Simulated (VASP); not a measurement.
Input of a VASP 6.6.1 run:

The input INCAR:

```
SYSTEM = W
AGGAC = 1.0 ; AGGAX = 1.0
ALDAC = 0.0 ; ALDAX = 1.0
ALGO = Normal ; EDIFF = 1E-7
ENCUT = 520 ; GGA = B5
ISIF = 2 ; ISMEAR = -1
LASPH = .True. ; LCHARG = .False.
LREAL = .False. ; LWAVE = .False.
NBANDS = 28 ; NELM = 100
PREC = Accurate ; SIGMA = 0.1
```

File KPOINTS:

```
k-points
0
Gamma
  9 9 13
  0 0 0
```

Contents of POSCAR:

```
W
1.0
    4.6838338769      0.0000000000      0.0000000000
   -2.3419169384      4.0563191245      0.0000000000
    0.0000000000      0.0000000000      2.5999142975
W
3
Direct
    1.0000000000      0.0000000000      0.0000000000
    0.3333333333      0.6666666667      0.5000000000
    0.6666666667      0.3333333333      0.5000000000
```

Potentials or basis: VASP PAW PBE potentials, release 64 (W_sv).

Run with:

```console
$ cat potpaw_PBE.64/W_sv/POTCAR > POTCAR
$ mpirun -np 1 vasp_std > vasp.out
```

Question: Estimate the pressure.

Answer: 13.0 GPa.

Question: What does it give for the band gap on the k mesh?

Answer: Zero (bands 21 and 22 overlap by 0.88 eV).

Stress tensor (GPa, compression positive):
```
12.78  0.00  0.00
 0.00 12.78  0.00
 0.00  0.00 13.41
```

Caveat: the cell stands under pressure; the PAW data sets were made with another functional, which shifts forces and pressure a little; spin-orbit coupling is left out, which moves the levels of the heavy elements.
